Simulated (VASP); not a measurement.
# AlN (Cm) in VASP: a series of runs, part 2 of 2

VASP 6.6.1. Earlier steps stand in the parts before.

## Step 3: Single point, PBE

File INCAR:

```
SYSTEM = AlN
PREC = Accurate
ENCUT = 520
EDIFF = 1E-6
ISMEAR = 0
SIGMA = 0.05
LREAL = .False.
LASPH = .True.
NELM = 60
ALGO = Normal
ISIF = 2
LWAVE = .False.
LCHARG = .True.
GGA = PE
LELF = .True.
LVHAR = .True.
NBANDS = 11
```

File KPOINTS:

```
Automatic mesh
0
Gamma
  10 10 10
  0 0 0
```

File POSCAR:

```
AlN
1.0
    0.0000000000      2.1839935596      2.1839935596
    2.1839935596      0.0000000000      2.1839935596
    2.1839935596      2.1839935596      0.0000000000
Al N
1 1
Direct
   -0.0728477541      0.0000000000      0.0000000000
    0.7500000000      0.7500000000      0.7500000000
```

Potentials or basis: VASP PAW PBE potentials, release 64 (Al, N).

Launch:

```bash
cat potpaw_PBE.64/Al/POTCAR potpaw_PBE.64/N/POTCAR > POTCAR
mpirun -np 1 vasp_std > vasp.out
```

OUTCAR:

```text
SYSTEM = AlN
   PREC = Accurate
   ENCUT = 520
   EDIFF = 1E-6
   ISMEAR = 0
   LREAL = .False.
   LASPH = .True.
   NELM = 60
   ISIF = 2
   GGA = PE

 ion  position               nearest neighbor table
   1  0.927  0.000  0.000-   2 1.71   2 1.90   2 1.90   2 2.08
   2  0.750  0.750  0.750-   1 1.71   1 1.90   1 1.90   1 2.08

  LATTYP: Found a face centered cubic cell.
 ALAT       =     4.3679871192

  Lattice vectors:

 A1 = (   0.0000000000,   2.1839935596,   2.1839935596)
 A2 = (   2.1839935596,   0.0000000000,   2.1839935596)
 A3 = (   2.1839935596,   2.1839935596,   0.0000000000)

Analysis of symmetry for initial positions (statically):
=====================================================================
 Subroutine PRICEL returns:
 Original cell was already a primitive cell.

 Routine SETGRP: Setting up the symmetry group for a
 face centered cubic supercell.

 Subroutine GETGRP returns: Found  2 space group operations
 (whereof  2 operations were pure point group operations)
 out of a pool of 48 trial point group operations.

The static configuration has the point symmetry C_1h.

Analysis of symmetry for dynamics (positions and initial velocities):
[... 171 lines left out ...]
      4       6.4969      2.00000
      5      10.0492      0.00000
      6      18.4915      0.00000
      7      18.5041      0.00000
      8      18.6659      0.00000
      9      23.4091      0.00000
     10      23.4974      0.00000
     11      24.3952      0.00000
[... 309 lines left out ...]
 k-point    24 :       0.1000   -0.1000   -0.1000
  band No.  band energies     occupation
      1      -8.5161      2.00000
      2       4.2153      2.00000
      3       5.2471      2.00000
      4       5.5481      2.00000
      5      11.9321      0.00000
      6      16.9731      0.00000
      7      18.4057      0.00000
      8      18.7070      0.00000
      9      20.6304      0.00000
     10      24.1229      0.00000
     11      24.6490      0.00000

 [... further k-points ...]

------------------------ aborting loop because EDIFF is reached ----------------------------------------

  FORCE on cell =-STRESS in cart. coord.  units (eV):
  Direction    XX          YY          ZZ          XY          YZ          ZX
  --------------------------------------------------------------------------------------
  -------------------------------------------------------------------------------------
  Total        1.9517306      1.1968006      1.1968006      1.7066816      0.9502650      1.7066816
  in kB      150.0881461     92.0340061     92.0340061    131.2438732     73.0754136    131.2438720
  external PRESSURE =     111.3853861 kB  Pullay stress =       0.0000000 kB

 VOLUME and BASIS-vectors are now :
 -----------------------------------------------------------------------------
  energy-cutoff  :      520.00
  volume of cell :       20.83
      direct lattice vectors                 reciprocal lattice vectors
     0.000000000  2.183993560  2.183993560    -0.228938404  0.228938404  0.228938404
     2.183993560  0.000000000  2.183993560     0.228938404 -0.228938404  0.228938404
     2.183993560  2.183993560  0.000000000     0.228938404  0.228938404 -0.228938404

 POSITION                                       TOTAL-FORCE (eV/Angst)
 -----------------------------------------------------------------------------------
      0.00000      2.02489      2.02489         1.625464      2.543337      2.543337
      3.27599      3.27599      3.27599        -1.625464     -2.543337     -2.543337
 -----------------------------------------------------------------------------------
    total drift:                               -0.000250     -0.000502     -0.000502

  FREE ENERGIE OF THE ION-ELECTRON SYSTEM (eV)
  ---------------------------------------------------
  free  energy   TOTEN  =       -14.4522435121 eV

  energy  without entropy=      -14.4522435121  energy(sigma->0) =      -14.45224351
```

OSZICAR:

```text
N       E                     dE             d eps       ncg     rms          rms(c)
DAV:   1     0.119234196661E+02    0.11923E+02   -0.38541E+03  6316   0.603E+02
DAV:   2    -0.160608086633E+02   -0.27984E+02   -0.26926E+02  7387   0.139E+02
DAV:   3    -0.170014609027E+02   -0.94065E+00   -0.93941E+00  7574   0.244E+01
DAV:   4    -0.170063761764E+02   -0.49153E-02   -0.49149E-02  7056   0.193E+00
DAV:   5    -0.170064335459E+02   -0.57370E-04   -0.57369E-04  7473   0.203E-01    0.895E+00
DAV:   6    -0.144706192332E+02    0.25358E+01   -0.12687E+01  7167   0.179E+01    0.292E+00
DAV:   7    -0.144611202631E+02    0.94990E-02   -0.18207E-01  7029   0.337E+00    0.211E+00
DAV:   8    -0.144535264308E+02    0.75938E-02   -0.32833E-02  6861   0.165E+00    0.531E-01
DAV:   9    -0.144521665380E+02    0.13599E-02   -0.48607E-03  7413   0.430E-01    0.205E-01
DAV:  10    -0.144522266114E+02   -0.60073E-04   -0.42933E-04  6921   0.147E-01    0.300E-02
DAV:  11    -0.144522427651E+02   -0.16154E-04   -0.26997E-05  7296   0.412E-02    0.201E-02
DAV:  12    -0.144522435121E+02   -0.74699E-06   -0.31157E-06  7014   0.119E-02
   1 F= -.14452244E+02 E0= -.14452244E+02  d E =-.727209E-22
```

stdout:

```text
POSCAR found type information on POSCAR AlN
 POSCAR found :  2 types and       2 ions
 scaLAPACK will be used
 LDA part: xc-table for (Slater+PW92), standard interpolation
 POSCAR, INCAR and KPOINTS ok, starting setup
 FFT: planning ... GRIDC
 FFT: planning ... GRID_SOFT
 FFT: planning ... GRID
 WAVECAR not read
 entering main loop
```

It took 38 s on 1 thread of Intel Xeon Platinum 8259CL at 2.50GHz (Skylake/Cascade Lake), shared host; peak memory 0.18 GiB.

What came out:

```
Free energy            : -14.4522 eV
Pressure               : 11.1 GPa
Largest force          : 3.947 eV/Å
Band gap on the k mesh : 2.74 eV, indirect (least direct gap 3.55 eV)
```

Forces in eV/Å, atoms in the order of the input:
```
Al   1.625  2.543  2.543
N   -1.625 -2.543 -2.543
```

Caveat: the cell differs from its parent crystal (all Al atoms moved +0.225 Å, as atom 1 towards its neighbour atom 1 (Al) at 3.089 Å); forces of over 1 eV/Å act on the atoms, so gaps and moduli don't describe the material at rest. A k mesh can miss the band edges.

## Step 4: Single point, PBE

File INCAR:

```
SYSTEM = AlN
ALGO     = Normal         ! electronic algorithm
EDIFF    = 1E-6           ! SCF threshold, eV
ENCUT    = 520            ! plane-wave cutoff, eV
GGA      = PE             ! functional
ISIF     = 2              ! what is computed and relaxed
ISMEAR   = 0              ! smearing method
LASPH    = .TRUE.         ! aspherical terms in the spheres
LCHARG   = .FALSE.        ! write CHGCAR
LREAL    = .FALSE.        ! projectors in reciprocal space
LWAVE    = .FALSE.        ! write WAVECAR
NBANDS   = 11             ! bands
NELM     = 80             ! most SCF steps
PREC     = Accurate       ! precision mode
SIGMA    = 0.05           ! smearing width, eV
```

File KPOINTS:

```
k-points
0
G
  10 10 10
  0 0 0
```

POSCAR: that of step 3 with these lines changed.

```diff
@@ -8,3 +8,3 @@
 Direct
-   -0.0728477541      0.0000000000      0.0000000000
+    0.0485651694      0.0000000000      0.0000000000
     0.7500000000      0.7500000000      0.7500000000
```

Potentials or basis: VASP PAW PBE potentials, release 64 (Al, N).

Launch:

```bash
cat potpaw_PBE.64/Al/POTCAR potpaw_PBE.64/N/POTCAR > POTCAR
mpirun -np 1 vasp_std > vasp.out
```

OUTCAR:

```text
SYSTEM = AlN
   EDIFF = 1E-6
   ENCUT = 520
   GGA = PE
   ISIF = 2
   ISMEAR = 0
   LASPH = .TRUE.
   LREAL = .FALSE.
   NELM = 80
   PREC = Accurate

 ion  position               nearest neighbor table
   1  0.049  0.000  0.000-   2 1.77   2 1.90   2 1.90   2 2.02
   2  0.750  0.750  0.750-   1 1.77   1 1.90   1 1.90   1 2.02

  LATTYP: Found a face centered cubic cell.
 ALAT       =     4.3679871192

  Lattice vectors:

 A1 = (   0.0000000000,   2.1839935596,   2.1839935596)
 A2 = (   2.1839935596,   0.0000000000,   2.1839935596)
 A3 = (   2.1839935596,   2.1839935596,   0.0000000000)

Analysis of symmetry for initial positions (statically):
=====================================================================
 Subroutine PRICEL returns:
 Original cell was already a primitive cell.

 Routine SETGRP: Setting up the symmetry group for a
 face centered cubic supercell.

 Subroutine GETGRP returns: Found  2 space group operations
 (whereof  2 operations were pure point group operations)
 out of a pool of 48 trial point group operations.

The static configuration has the point symmetry C_1h.

Analysis of symmetry for dynamics (positions and initial velocities):
=====================================================================
 Subroutine PRICEL returns:
 Original cell was already a primitive cell.

 Routine SETGRP: Setting up the symmetry group for a
 face centered cubic supercell.

 Subroutine GETGRP returns: Found  2 space group operations
 (whereof  2 operations were pure point group operations)
 out of a pool of 48 trial point group operations.

The dynamic configuration has the point symmetry C_1h.

 Subroutine INISYM returns: Found  2 space group operations
 (whereof  2 operations are pure point group operations),
 and found     1 'primitive' translations

----------------------------------------------------------------------------------------

                                     Primitive cell

  volume of cell :      20.8345

[... 115 lines left out ...]
   AEXX    =    0.0000 exact exchange contribution
   IVDW    =     0    specifies the selected vdW correction
   LEPSILON=     F    determine dielectric tensor
   LRPA    =     F    only Hartree local field effects (RPA)
 non-spin polarized calculation
 Gauss-broadening in eV      SIGMA  =   0.05
  energy-cutoff  :      520.00
  volume of cell :       20.83
 maximum number of plane-waves:       571
   NGX = 11   NGY = 11   NGZ = 11

 number of electron       8.0000000 magnetization

 Free energy of the ion-electron system (eV)
  ---------------------------------------------------
  ext. energy  EPLUGINS =         0.00000000
  ---------------------------------------------------
  free energy    TOTEN  =       -14.67197909 eV

  energy without entropy =      -14.67197909  energy(sigma->0) =      -14.67197909

 E-fermi :   6.5755     XC(G=0): -10.9314

 val. band max:        6.3403099876   @ k =   0.0000   0.0000   0.0000
 cond. band min:       9.2650415341   @ k =   0.0000   0.5000   0.5000
 fundamental gap:      2.9247315464
 Fermi energy:         6.5754552733

 k-point     1 :       0.0000    0.0000    0.0000
  band No.  band energies     occupation
      1      -9.0195      2.00000
      2       5.5637      2.00000
      3       5.9628      2.00000
      4       6.3403      2.00000
      5      10.1129      0.00000
      6      18.4997      0.00000
      7      18.5121      0.00000
      8      18.6087      0.00000
      9      23.5270      0.00000
     10      23.5854      0.00000
     11      24.5675      0.00000
[... 309 lines left out ...]
 k-point    24 :       0.1000   -0.1000   -0.1000
  band No.  band energies     occupation
      1      -8.4953      2.00000
      2       3.7294      2.00000
      3       5.5600      2.00000
      4       6.0054      2.00000
      5      11.7325      0.00000
      6      17.1721      0.00000
      7      18.5255      0.00000
      8      19.1253      0.00000
      9      19.9435      0.00000
     10      23.2093      0.00000
     11      25.2605      0.00000

 [... further k-points ...]

------------------------ aborting loop because EDIFF is reached ----------------------------------------

  FORCE on cell =-STRESS in cart. coord.  units (eV):
  Direction    XX          YY          ZZ          XY          YZ          ZX
  --------------------------------------------------------------------------------------
  -------------------------------------------------------------------------------------
  Total        1.1749775      0.8657586      0.8657586     -1.0535674      0.4289172     -1.0535674
  in kB       90.3558067     66.5768614     66.5768614    -81.0193698     32.9837436    -81.0193694
  external PRESSURE =      74.5031765 kB  Pullay stress =       0.0000000 kB

 VOLUME and BASIS-vectors are now :
 -----------------------------------------------------------------------------
  energy-cutoff  :      520.00
  volume of cell :       20.83
      direct lattice vectors                 reciprocal lattice vectors
     0.000000000  2.183993560  2.183993560    -0.228938404  0.228938404  0.228938404
     2.183993560  0.000000000  2.183993560     0.228938404 -0.228938404  0.228938404
     2.183993560  2.183993560  0.000000000     0.228938404  0.228938404 -0.228938404

 POSITION                                       TOTAL-FORCE (eV/Angst)
 -----------------------------------------------------------------------------------
      0.00000      0.10607      0.10607         0.706727     -1.619574     -1.619574
      3.27599      3.27599      3.27599        -0.706727      1.619574      1.619574
 -----------------------------------------------------------------------------------
    total drift:                               -0.000128      0.000369      0.000369

  FREE ENERGIE OF THE ION-ELECTRON SYSTEM (eV)
  ---------------------------------------------------
  free  energy   TOTEN  =       -14.6719790908 eV

  energy  without entropy=      -14.6719790908  energy(sigma->0) =      -14.67197909
```

OSZICAR:

```text
N       E                     dE             d eps       ncg     rms          rms(c)
DAV:   1     0.115657191595E+02    0.11566E+02   -0.38491E+03  6340   0.602E+02
DAV:   2    -0.161986657664E+02   -0.27764E+02   -0.26717E+02  7374   0.138E+02
DAV:   3    -0.171238780240E+02   -0.92521E+00   -0.92402E+00  7610   0.242E+01
DAV:   4    -0.171287209427E+02   -0.48429E-02   -0.48426E-02  7050   0.192E+00
DAV:   5    -0.171287772229E+02   -0.56280E-04   -0.56280E-04  7491   0.201E-01    0.877E+00
DAV:   6    -0.146855676101E+02    0.24432E+01   -0.12225E+01  7255   0.175E+01    0.287E+00
DAV:   7    -0.146795474104E+02    0.60202E-02   -0.17705E-01  6987   0.330E+00    0.208E+00
DAV:   8    -0.146733392740E+02    0.62081E-02   -0.30466E-02  6882   0.162E+00    0.562E-01
DAV:   9    -0.146719134274E+02    0.14258E-02   -0.45034E-03  7482   0.406E-01    0.220E-01
DAV:  10    -0.146719646621E+02   -0.51235E-04   -0.41013E-04  6837   0.139E-01    0.255E-02
DAV:  11    -0.146719784481E+02   -0.13786E-04   -0.17578E-05  7305   0.335E-02    0.116E-02
DAV:  12    -0.146719790908E+02   -0.64271E-06   -0.23680E-06  6891   0.105E-02
   1 F= -.14671979E+02 E0= -.14671979E+02  d E =-.699785E-14
```

stdout:

```text
POSCAR found type information on POSCAR AlN
 POSCAR found :  2 types and       2 ions
 scaLAPACK will be used
 LDA part: xc-table for (Slater+PW92), standard interpolation
 POSCAR, INCAR and KPOINTS ok, starting setup
 FFT: planning ... GRIDC
 FFT: planning ... GRID_SOFT
 FFT: planning ... GRID
 WAVECAR not read
 entering main loop
```

Run time: 36 s. Hardware: 1 thread of Intel Xeon Platinum 8259CL at 2.50GHz (Skylake/Cascade Lake), shared host; peak memory 0.18 GiB.

Results:

| Item | Value |
| --- | --- |
| Free energy | -14.6720 eV |
| Pressure | 7.5 GPa |
| Largest force | 2.397 eV/Å |
| Band gap on the k mesh | 2.92 eV, indirect (least direct gap 3.77 eV) |

Forces in eV/Å, atoms in the order of the input:
```
Al   0.707 -1.620 -1.620
N   -0.707  1.620  1.620
```

Stress tensor (GPa, compression positive):
```
 9.04 -8.10 -8.10
-8.10  6.66  3.30
-8.10  3.30  6.66
```

Levels at points of the mesh, in eV from the valence-band top:
| k point | band 2 | band 3 | band 4 | band 5 | band 6 | band 7 |
| --- | --- | --- | --- | --- | --- | --- |
| (0.00, 0.00, 0.00) | -0.78 | -0.38 | 0.00 | 3.77 | 12.16 | 12.17 |
| (0.50, 0.00, 0.00) | -6.38 | -0.84 | -0.54 | 6.84 | 9.30 | 10.76 |
| (0.00, 0.50, 0.00) | -6.23 | -1.13 | -0.57 | 6.92 | 9.42 | 10.60 |
| (0.50, 0.50, 0.50) | -6.06 | -1.20 | -0.86 | 7.08 | 9.55 | 10.57 |
| (0.50, 0.50, 0.00) | -5.28 | -2.34 | -1.95 | 2.95 | 8.18 | 13.44 |
| (0.00, 0.50, 0.50) | -5.29 | -2.14 | -2.09 | 2.92 | 8.10 | 13.44 |

Caveat: the cell differs from its parent crystal (all Al atoms moved -0.150 Å, as atom 1 towards its neighbour atom 1 (Al) at 3.089 Å); forces of over 1 eV/Å act on the atoms, so gaps and moduli don't describe the material at rest.

## Step 5: Single point, PBE

File INCAR:

```
SYSTEM = AlN
ALGO = Normal
EDIFF = 1E-6
ENCUT = 520
GGA = PE
ISIF = 2
ISMEAR = 0
LASPH = .True.
LCHARG = .True.
LELF = .True.
LREAL = .False.
LVHAR = .True.
LWAVE = .False.
NBANDS = 11
NELM = 80
PREC = Accurate
SIGMA = 0.05
```

File KPOINTS:

```
k-points
0
Gamma
  10 10 10
  0 0 0
```

POSCAR: that of step 4 with these lines changed.

```diff
@@ -8,3 +8,3 @@
 Direct
-    0.0485651694      0.0000000000      0.0000000000
+   -0.0849890464      0.0000000000      0.0000000000
     0.7500000000      0.7500000000      0.7500000000
```

Launch:

```bash
cat potpaw_PBE.64/Al/POTCAR potpaw_PBE.64/N/POTCAR > POTCAR
mpirun -np 1 vasp_std > vasp.out
```

Wall time 36 s (1 thread of Intel Xeon Platinum 8259CL at 2.50GHz (Skylake/Cascade Lake), shared host); peak memory 0.18 GiB.

The run converged. Its results:

```yaml
Free_energy: -14.3041 eV
Pressure: 13.6 GPa
Largest_force: 4.865 eV/Å
Band_gap_on_the_k_mesh: 2.66 eV, indirect (least direct gap 3.44 eV)
```

Forces in eV/Å, atoms in the order of the input:
```
Al   2.244  3.052  3.052
N   -2.244 -3.052 -3.052
```

Stress tensor (GPa, compression positive):
```
19.13 16.04 16.04
16.04 10.83  9.84
16.04  9.84 10.83
```

Levels at points of the mesh, in eV from the valence-band top:
```tsv
k point	band 1	band 2	band 3	band 4	band 5	band 6	band 7	band 8
(0.00, 0.00, 0.00)	-15.60	-1.29	-0.62	0.00	3.44	11.91	11.95	12.13
(0.50, 0.00, 0.00)	-13.62	-6.17	-1.67	-1.10	6.84	9.28	10.20	10.76
(0.00, 0.50, 0.00)	-13.57	-6.46	-1.54	-0.62	6.50	9.06	10.30	11.07
(0.50, 0.50, 0.50)	-13.53	-6.69	-1.05	-0.58	6.44	8.85	10.56	10.88
(0.50, 0.50, 0.00)	-12.94	-5.52	-2.68	-2.05	2.72	7.83	12.94	15.11
(0.00, 0.50, 0.50)	-12.94	-5.55	-2.35	-2.23	2.66	7.62	12.92	15.26
```

Caveat: the cell differs from its parent crystal (all Al atoms moved +0.263 Å, as atom 1 towards its neighbour atom 1 (Al) at 3.089 Å); forces of over 1 eV/Å act on the atoms, so gaps and moduli don't describe the material at rest. A k mesh can miss the band edges.

## Step 6: Single point, PBE

File INCAR:

```
PREC = Accurate
ENCUT = 520
EDIFF = 1E-6
ISMEAR = 0
SIGMA = 0.05
LREAL = F
LASPH = T
NELM = 80
ALGO = Normal
ISIF = 2
LWAVE = F
LCHARG = F
GGA = PE
NBANDS = 11
```

File KPOINTS:

```
Automatic mesh
0
Gamma
  10 10 10
```

POSCAR: that of step 5 with these lines changed.

```diff
@@ -8,3 +8,3 @@
 Direct
-   -0.0849890464      0.0000000000      0.0000000000
+   -0.0607064617      0.0000000000      0.0000000000
     0.7500000000      0.7500000000      0.7500000000
```

Potentials or basis: VASP PAW PBE potentials, release 64 (Al, N).

Launch:

```bash
cat potpaw_PBE.64/Al/POTCAR potpaw_PBE.64/N/POTCAR > POTCAR
mpirun -np 1 vasp_std > vasp.out
```

Run time: 36 s. Hardware: 1 thread of Intel Xeon Platinum 8259CL at 2.50GHz (Skylake/Cascade Lake), shared host; peak memory 0.18 GiB.

Results (log left out):

- Free energy: -14.5743 eV
- Pressure: 9.1 GPa
- Largest force: 3.129 eV/Å
- Band gap on the k mesh: 2.83 eV, indirect (least direct gap 3.66 eV)

Forces in eV/Å, atoms in the order of the input:
```
Al   1.115  2.067  2.067
N   -1.115 -2.067 -2.067
```

Stress tensor (GPa, compression positive):
```
11.67 10.49 10.49
10.49  7.81  5.12
10.49  5.12  7.81
```

Levels at points of the mesh, in eV from the valence-band top:
| k point | band 2 | band 3 | band 4 | band 5 | band 6 | band 7 |
| --- | --- | --- | --- | --- | --- | --- |
| (0.00, 0.00, 0.00) | -0.96 | -0.46 | 0.00 | 3.66 | 12.08 | 12.08 |
| (0.50, 0.00, 0.00) | -6.10 | -1.37 | -0.95 | 7.00 | 9.46 | 10.44 |
| (0.00, 0.50, 0.00) | -6.31 | -1.27 | -0.59 | 6.78 | 9.30 | 10.49 |
| (0.50, 0.50, 0.50) | -6.49 | -0.91 | -0.55 | 6.71 | 9.15 | 10.68 |
| (0.50, 0.50, 0.00) | -5.37 | -2.46 | -1.99 | 2.87 | 8.06 | 13.28 |
| (0.00, 0.50, 0.50) | -5.38 | -2.21 | -2.15 | 2.83 | 7.95 | 13.28 |

Caveat: the cell differs from its parent crystal (all Al atoms moved +0.188 Å, as atom 1 towards its neighbour atom 1 (Al) at 3.089 Å); forces of over 1 eV/Å act on the atoms, so gaps and moduli don't describe the material at rest.
